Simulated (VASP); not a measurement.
# LiH in VASP: a series of runs, part 2 of 2

VASP 6.6.1.

## (4) Single point, PBE (strain -0.080 along x and y, -0.040 along z)

The input, INCAR:

```
ALGO = Normal ; EDIFF = 1E-6
ENCUT = 520 ; GGA = PE
ISIF = 2 ; ISMEAR = 0
LASPH = True ; LCHARG = False
LREAL = False ; LWAVE = False
NBANDS = 9 ; NELM = 80
PREC = Accurate ; SIGMA = 0.05
```

The input, KPOINTS:

```
k-points
0
Gamma
  10 10 10
```

The input, POSCAR:

```
LiH
1.0
    0.0000000000      1.8699000000      1.9512000000
    1.8699000000      0.0000000000      1.9512000000
    1.8699000000      1.8699000000      0.0000000000
Li H
1 1
Direct
    0.0000000000      0.0000000000      0.0000000000
    0.5000000000      0.5000000000      0.5000000000
```

Potentials or basis: VASP PAW PBE potentials, release 64 (Li_sv, H).

On the command line:

```bash
$ cat potpaw_PBE.64/Li_sv/POTCAR potpaw_PBE.64/H/POTCAR > POTCAR
$ mpirun -np 1 vasp_std > vasp.out
```

OUTCAR:

```text
EDIFF = 1E-6
   ENCUT = 520
   GGA = PE
   ISIF = 2
   ISMEAR = 0
   LASPH = True
   LREAL = False
   NELM = 80
   PREC = Accurate

 ion  position               nearest neighbor table
   1  0.000  0.000  0.000-
   2  0.500  0.500  0.500-

  LATTYP: Found a body centered tetragonal cell.
 ALAT       =     2.6444379403
 C/A-ratio  =     1.4757011086

  Lattice vectors:

 A1 = (  -1.8699000000,   0.0000000000,   1.9512000000)
 A2 = (   1.8699000000,   0.0000000000,   1.9512000000)
 A3 = (   0.0000000000,   1.8699000000,  -1.9512000000)

Analysis of symmetry for initial positions (statically):
=====================================================================
 Subroutine PRICEL returns:
 Original cell was already a primitive cell.

 Routine SETGRP: Setting up the symmetry group for a
 body centered tetragonal supercell.

 Subroutine GETGRP returns: Found 16 space group operations
 (whereof 16 operations were pure point group operations)
 out of a pool of 16 trial point group operations.

The static configuration has the point symmetry D_4h.

Analysis of symmetry for dynamics (positions and initial velocities):
=====================================================================
 Subroutine PRICEL returns:
 Original cell was already a primitive cell.

 Routine SETGRP: Setting up the symmetry group for a
 body centered tetragonal supercell.

 Subroutine GETGRP returns: Found 16 space group operations
 (whereof 16 operations were pure point group operations)
 out of a pool of 16 trial point group operations.

The dynamic configuration has the point symmetry D_4h.

 Subroutine INISYM returns: Found 16 space group operations
 (whereof 16 operations are pure point group operations),
 and found     1 'primitive' translations

----------------------------------------------------------------------------------------

[... 109 lines left out ...]
   IALGO  =     38    algorithm
   IMIX   =      4    mixing-type and parameters
     AMIX     =   0.40;   BMIX     =  1.00
     AMIX_MAG =   1.60;   BMIX_MAG =  1.00
  volume/ion in A,a.u.               =       6.82        46.04
  Fermi-wavevector in a.u.,A,eV,Ry     =   1.087523  2.055121 16.091710  1.182707
  Thomas-Fermi vector in A             =   2.223685
   LORBIT       =      0    0 simple, 1 ext, 2 COOP (PROOUT), +10 PAW based schemes
   GGA     = PE    functional components
   LHFCALC =     F    Hartree Fock is set to
   AEXX    =    0.0000 exact exchange contribution
   IVDW    =     0    specifies the selected vdW correction
   LEPSILON=     F    determine dielectric tensor
   LRPA    =     F    only Hartree local field effects (RPA)
 non-spin polarized calculation
 Gauss-broadening in eV      SIGMA  =   0.05
  energy-cutoff  :      520.00
  volume of cell :       13.64
 maximum number of plane-waves:       378
   NGX =  9   NGY =  9   NGZ =  9

 number of electron       3.9999998 magnetization

 Free energy of the ion-electron system (eV)
  ---------------------------------------------------
  ext. energy  EPLUGINS =         0.00000000
  ---------------------------------------------------
  free energy    TOTEN  =        -6.06770768 eV

  energy without entropy =       -6.06770768  energy(sigma->0) =       -6.06770768

 E-fermi :   1.3114     XC(G=0):  -9.0572

 val. band max:        1.0543009286   @ k =   0.5000   0.0000   0.5000
 cond. band min:       3.3511494296   @ k =   0.5000   0.5000   0.0000
 fundamental gap:      2.2968485010
 Fermi energy:         1.3114161218

 k-point     1 :       0.0000    0.0000    0.0000
  band No.  band energies     occupation
      1     -43.2542      2.00000
      2      -5.1355      2.00000
      3      19.2330      0.00000
      4      20.4847      0.00000
      5      20.4848      0.00000
      6      20.8667      0.00000
      7      25.4847      0.00000
      8      25.7496      0.00000
      9      25.7496      0.00000
[... 265 lines left out ...]
 k-point    24 :       0.4000    0.3000    0.0000
  band No.  band energies     occupation
      1     -43.1706      2.00000
      2      -1.8920      2.00000
      3       7.5968      0.00000
      4      12.5357      0.00000
      5      14.1663      0.00000
      6      19.1138      0.00000
      7      21.0069      0.00000
      8      33.5493      0.00000
      9      34.7442      0.00000

 [... further k-points ...]
[... 5 lines left out ...]
  --------------------------------------------------------------------------------------
  -------------------------------------------------------------------------------------
  Total        0.8025138      0.8025138      0.3689905      0.0000000     -0.0000000     -0.0000000
  in kB       94.2311654     94.2311654     43.3268550      0.0000000     -0.0000000     -0.0000000
  external PRESSURE =      77.2630619 kB  Pullay stress =       0.0000000 kB

 VOLUME and BASIS-vectors are now :
 -----------------------------------------------------------------------------
  energy-cutoff  :      520.00
  volume of cell :       13.64
      direct lattice vectors                 reciprocal lattice vectors
     0.000000000  1.869900000  1.951200000    -0.267393978  0.267393978  0.256252563
     1.869900000  0.000000000  1.951200000     0.267393978 -0.267393978  0.256252563
     1.869900000  1.869900000  0.000000000     0.267393978  0.267393978 -0.256252563

 POSITION                                       TOTAL-FORCE (eV/Angst)
 -----------------------------------------------------------------------------------
      0.00000      0.00000      0.00000        -0.000000     -0.000000     -0.000000
      1.86990      1.86990      1.95120         0.000000      0.000000      0.000000
 -----------------------------------------------------------------------------------
    total drift:                                0.000000     -0.000000     -0.000000

  FREE ENERGIE OF THE ION-ELECTRON SYSTEM (eV)
  ---------------------------------------------------
  free  energy   TOTEN  =        -6.0677076807 eV

  energy  without entropy=       -6.0677076807  energy(sigma->0) =       -6.06770768
```

stdout:

```text
POSCAR found type information on POSCAR LiH
 POSCAR found :  2 types and       2 ions
 scaLAPACK will be used
 LDA part: xc-table for (Slater+PW92), standard interpolation
 POSCAR, INCAR and KPOINTS ok, starting setup
 FFT: planning ... GRIDC
 FFT: planning ... GRID_SOFT
 FFT: planning ... GRID
 WAVECAR not read
 entering main loop
```

It took 19 s on 1 thread of AMD EPYC 7R13, shared host; peak memory 0.09 GiB.

Results:

```
Free energy            : -6.0677 eV
Band gap on the k mesh : 2.30 eV (least direct gap 2.65 eV)
```

Caveat: the cell differs from its parent crystal (strain -0.080 along x and y, -0.040 along z); the cutoff is under 1.25 times the usual one of these potentials, so pressure, stress and relaxed cells hold a basis-set (Pulay) error.

## (5) Single point, PBE (strain -0.080 along x and y, +0.000 along z)

The input, INCAR:

```
ALGO = Normal
EDIFF = 1E-6
ENCUT = 520
GGA = PE
ISIF = 2
ISMEAR = 0
LASPH = True
LCHARG = False
LREAL = False
LWAVE = False
NBANDS = 9
NELM = 60
PREC = Accurate
SIGMA = 0.05
```

KPOINTS is that of step 4.

The input, POSCAR:

```
LiH
1.0
    0.0000000000      1.8699000000      2.0325000000
    1.8699000000      0.0000000000      2.0325000000
    1.8699000000      1.8699000000      0.0000000000
Li H
1 1
Direct
    0.0000000000      0.0000000000      0.0000000000
    0.5000000000      0.5000000000      0.5000000000
```

Potentials or basis: VASP PAW PBE potentials, release 64 (Li_sv, H).

On the command line:

```bash
$ cat potpaw_PBE.64/Li_sv/POTCAR potpaw_PBE.64/H/POTCAR > POTCAR
$ mpirun -np 1 vasp_std > vasp.out
```

OUTCAR:

```text
EDIFF = 1E-6
   ENCUT = 520
   GGA = PE
   ISIF = 2
   ISMEAR = 0
   LASPH = True
   LREAL = False
   NELM = 60
   PREC = Accurate

 ion  position               nearest neighbor table
   1  0.000  0.000  0.000-
   2  0.500  0.500  0.500-

  LATTYP: Found a body centered tetragonal cell.
 ALAT       =     2.6444379403
 C/A-ratio  =     1.5371886548

  Lattice vectors:

[... 463 lines left out ...]
  band No.  band energies     occupation
      1     -43.4191      2.00000
      2      -2.1175      2.00000
      3       6.7766      0.00000
      4      12.4232      0.00000
      5      14.1418      0.00000
      6      18.9286      0.00000
      7      20.5916      0.00000
      8      32.2437      0.00000
      9      34.3337      0.00000

 [... further k-points ...]
[... 5 lines left out ...]
  --------------------------------------------------------------------------------------
  -------------------------------------------------------------------------------------
  Total        0.7645687      0.7645687      0.0112008      0.0000000      0.0000000     -0.0000000
  in kB       86.1846206     86.1846206      1.2625897      0.0000000      0.0000000     -0.0000000
  external PRESSURE =      57.8772769 kB  Pullay stress =       0.0000000 kB

 VOLUME and BASIS-vectors are now :
 -----------------------------------------------------------------------------
  energy-cutoff  :      520.00
  volume of cell :       14.21
      direct lattice vectors                 reciprocal lattice vectors
     0.000000000  1.869900000  2.032500000    -0.267393978  0.267393978  0.246002460
     1.869900000  0.000000000  2.032500000     0.267393978 -0.267393978  0.246002460
     1.869900000  1.869900000  0.000000000     0.267393978  0.267393978 -0.246002460

 POSITION                                       TOTAL-FORCE (eV/Angst)
 -----------------------------------------------------------------------------------
      0.00000      0.00000      0.00000         0.000000     -0.000000      0.000000
      1.86990      1.86990      2.03250        -0.000000      0.000000     -0.000000
 -----------------------------------------------------------------------------------
    total drift:                                0.000000     -0.000000     -0.000000

  FREE ENERGIE OF THE ION-ELECTRON SYSTEM (eV)
  ---------------------------------------------------
  free  energy   TOTEN  =        -6.0762612421 eV

  energy  without entropy=       -6.0762612421  energy(sigma->0) =       -6.07626124
```

OSZICAR:

```text
N       E                     dE             d eps       ncg     rms          rms(c)
DAV:   1    -0.214222674557E+01   -0.21422E+01   -0.14617E+03  1916   0.414E+02
DAV:   2    -0.628416107078E+01   -0.41419E+01   -0.41175E+01  2629   0.539E+01
DAV:   3    -0.633274724629E+01   -0.48586E-01   -0.48557E-01  2178   0.474E+00
DAV:   4    -0.633297007177E+01   -0.22283E-03   -0.22280E-03  2585   0.292E-01
DAV:   5    -0.633297143337E+01   -0.13616E-05   -0.13616E-05  2235   0.155E-02    0.299E+00
DAV:   6    -0.614091717843E+01    0.19205E+00   -0.14483E-01  2079   0.122E+00    0.152E+00
DAV:   7    -0.607460856003E+01    0.66309E-01   -0.19694E-01  2250   0.160E+00    0.232E-01
DAV:   8    -0.607628244867E+01   -0.16739E-02   -0.37152E-03  2195   0.411E-01    0.444E-02
DAV:   9    -0.607625987873E+01    0.22570E-04   -0.14964E-04  2347   0.559E-02    0.515E-03
DAV:  10    -0.607626115805E+01   -0.12793E-05   -0.55833E-06  2164   0.177E-02    0.232E-03
DAV:  11    -0.607626124209E+01   -0.84042E-07   -0.19762E-07  1303   0.228E-03
   1 F= -.60762612E+01 E0= -.60762612E+01  d E =-.296927E-11
```

Wall time 21 s (1 thread of AMD EPYC 7R13, shared host); peak memory 0.1 GiB.

Results:

```
Free energy            : -6.0763 eV
Band gap on the k mesh : 1.88 eV (least direct gap 2.57 eV)
```

Levels at points of the mesh, in eV from the valence-band top:
```tsv
k point	band 1	band 2	band 3	band 4	band 5
(0.00, 0.00, 0.00)	-44.43	-6.13	17.32	18.80	18.80
(0.50, 0.00, 0.00)	-44.36	-3.24	5.04	14.01	17.27
(0.50, 0.50, 0.00)	-44.35	-0.69	1.88	12.22	12.22
(0.50, 0.00, 0.50)	-44.33	0.00	3.07	10.41	11.18
```

Caveat: the cell differs from its parent crystal (strain -0.080 along x and y, +0.000 along z); the cutoff is under 1.25 times the usual one of these potentials, so pressure, stress and relaxed cells hold a basis-set (Pulay) error. A k mesh can miss the band edges.

## (6) Single point, PBE (strain +0.000 along x and y, -0.040 along z)

The input, INCAR:

```
PREC = Accurate ; ENCUT = 520
EDIFF = 1E-6 ; ISMEAR = 0
SIGMA = 0.05 ; LREAL = False
LASPH = True ; NELM = 100
ALGO = Normal ; ISIF = 2
LWAVE = False ; LCHARG = True
GGA = PE ; LELF = True
LVHAR = True ; NBANDS = 9
```

The input, KPOINTS:

```
Automatic mesh
0
Gamma
  10 10 10
```

The input, POSCAR:

```
LiH
1.0
    0.0000000000      2.0325000000      1.9512000000
    2.0325000000      0.0000000000      1.9512000000
    2.0325000000      2.0325000000      0.0000000000
Li H
1 1
Direct
    0.0000000000      0.0000000000      0.0000000000
    0.5000000000      0.5000000000      0.5000000000
```

Potentials or basis: VASP PAW PBE potentials, release 64 (Li_sv, H).

On the command line:

```bash
$ cat potpaw_PBE.64/Li_sv/POTCAR potpaw_PBE.64/H/POTCAR > POTCAR
$ mpirun -np 1 vasp_std > vasp.out
```

OUTCAR:

```text
PREC = Accurate
   ENCUT = 520
   EDIFF = 1E-6
   ISMEAR = 0
   LREAL = False
   LASPH = True
   NELM = 100
   ISIF = 2
   GGA = PE

 ion  position               nearest neighbor table
   1  0.000  0.000  0.000-
   2  0.500  0.500  0.500-

  LATTYP: Found a body centered tetragonal cell.
 ALAT       =     2.8743890655
 C/A-ratio  =     1.3576450199

  Lattice vectors:

 A1 = (   0.0000000000,  -2.0325000000,  -1.9512000000)
 A2 = (   0.0000000000,   2.0325000000,  -1.9512000000)
 A3 = (   2.0325000000,   0.0000000000,   1.9512000000)

Analysis of symmetry for initial positions (statically):
=====================================================================
 Subroutine PRICEL returns:
 Original cell was already a primitive cell.

 Routine SETGRP: Setting up the symmetry group for a
 body centered tetragonal supercell.

 Subroutine GETGRP returns: Found 16 space group operations
 (whereof 16 operations were pure point group operations)
 out of a pool of 16 trial point group operations.

The static configuration has the point symmetry D_4h.

Analysis of symmetry for dynamics (positions and initial velocities):
[... 161 lines left out ...]

 val. band max:        0.2887135775   @ k =   0.5000   0.5000   0.0000
 cond. band min:       2.8861994067   @ k =   0.5000   0.0000   0.5000
 fundamental gap:      2.5974858292
 Fermi energy:         0.5711213228

 k-point     1 :       0.0000    0.0000    0.0000
  band No.  band energies     occupation
      1     -44.2044      2.00000
      2      -5.3408      2.00000
      3      16.1237      0.00000
      4      17.7414      0.00000
      5      18.0971      0.00000
      6      18.0971      0.00000
      7      22.6256      0.00000
      8      22.6256      0.00000
      9      22.8531      0.00000
[... 265 lines left out ...]
 k-point    24 :       0.4000    0.3000    0.0000
  band No.  band energies     occupation
      1     -44.1526      2.00000
      2      -2.1213      2.00000
      3       7.1821      0.00000
      4      10.3229      0.00000
      5      11.4948      0.00000
      6      15.9668      0.00000
      7      17.4059      0.00000
      8      29.5692      0.00000
      9      29.7579      0.00000

 [... further k-points ...]
[... 5 lines left out ...]
  --------------------------------------------------------------------------------------
  -------------------------------------------------------------------------------------
  Total       -0.1211536     -0.1211536      0.1746152      0.0000000      0.0000000      0.0000000
  in kB      -12.0407681    -12.0407681     17.3540085      0.0000000      0.0000000      0.0000000
  external PRESSURE =      -2.2425092 kB  Pullay stress =       0.0000000 kB

 VOLUME and BASIS-vectors are now :
 -----------------------------------------------------------------------------
  energy-cutoff  :      520.00
  volume of cell :       16.12
      direct lattice vectors                 reciprocal lattice vectors
     0.000000000  2.032500000  1.951200000    -0.246002460  0.246002460  0.256252563
     2.032500000  0.000000000  1.951200000     0.246002460 -0.246002460  0.256252563
     2.032500000  2.032500000  0.000000000     0.246002460  0.246002460 -0.256252563

 POSITION                                       TOTAL-FORCE (eV/Angst)
 -----------------------------------------------------------------------------------
      0.00000      0.00000      0.00000        -0.000000      0.000000      0.000000
      2.03250      2.03250      1.95120         0.000000     -0.000000      0.000000
 -----------------------------------------------------------------------------------
    total drift:                                0.000000     -0.000000     -0.000000

  FREE ENERGIE OF THE ION-ELECTRON SYSTEM (eV)
  ---------------------------------------------------
  free  energy   TOTEN  =        -6.1230560913 eV

  energy  without entropy=       -6.1230560913  energy(sigma->0) =       -6.12305609
```

OSZICAR:

```text
N       E                     dE             d eps       ncg     rms          rms(c)
DAV:   1    -0.175085380774E+01   -0.17509E+01   -0.14306E+03  1908   0.406E+02
DAV:   2    -0.629112015180E+01   -0.45403E+01   -0.45063E+01  2557   0.553E+01
DAV:   3    -0.636644603820E+01   -0.75326E-01   -0.75283E-01  2261   0.555E+00
DAV:   4    -0.636687436977E+01   -0.42833E-03   -0.42831E-03  2581   0.358E-01
DAV:   5    -0.636687733064E+01   -0.29609E-05   -0.29608E-05  2254   0.204E-02    0.288E+00
DAV:   6    -0.618290758987E+01    0.18397E+00   -0.14976E-01  2062   0.120E+00    0.144E+00
DAV:   7    -0.612131586568E+01    0.61592E-01   -0.19255E-01  2180   0.154E+00    0.221E-01
DAV:   8    -0.612313360267E+01   -0.18177E-02   -0.44171E-03  2212   0.431E-01    0.428E-02
DAV:   9    -0.612306353233E+01    0.70070E-04   -0.15321E-04  2414   0.481E-02    0.657E-03
DAV:  10    -0.612305690847E+01    0.66239E-05   -0.61477E-06  2136   0.177E-02    0.238E-03
DAV:  11    -0.612305609130E+01    0.81717E-06   -0.17702E-07  1388   0.192E-03
   1 F= -.61230561E+01 E0= -.61230561E+01  d E =-.394169E-18
```

It took 32 s on 1 thread of AMD EPYC 7R13, shared host; peak memory 0.11 GiB.

Results:

```
Free energy            : -6.1231 eV
Band gap on the k mesh : 2.60 eV (least direct gap 2.90 eV)
```

Caveat: the cell differs from its parent crystal (strain +0.000 along x and y, -0.040 along z); the cutoff is under 1.25 times the usual one of these potentials, so pressure, stress and relaxed cells hold a basis-set (Pulay) error. A k mesh can miss the band edges.

## (7) The runs side by side

```tsv
cell	gap on the mesh (eV)
a = 2.759 Å, angles 60.0°, 2 atoms	2.91
a = 2.989 Å, angles 60.0°, 2 atoms	3.07
a = 2.703, b = 2.703, c = 2.644 Å, angles 60.7, 60.7, 58.6°, 2 atoms	2.30
a = 2.762, b = 2.762, c = 2.644 Å, angles 61.4, 61.4, 57.2°, 2 atoms	1.88
a = 2.817, b = 2.817, c = 2.874 Å, angles 59.3, 59.3, 61.3°, 2 atoms	2.60
```

Alike in all rows: task single point; level PBE; potentials or basis VASP PAW PBE potentials, release 64 (Li_sv, H); no spin polarisation; k mesh 10 × 10 × 10; cutoff (eV) 520; smearing gaussian 0.05 eV.

Caveats: the cutoff is under 1.25 times the usual one of these potentials, so pressure, stress and relaxed cells hold a basis-set (Pulay) error.

Absolute energies hang on the potentials; compare differences alone.
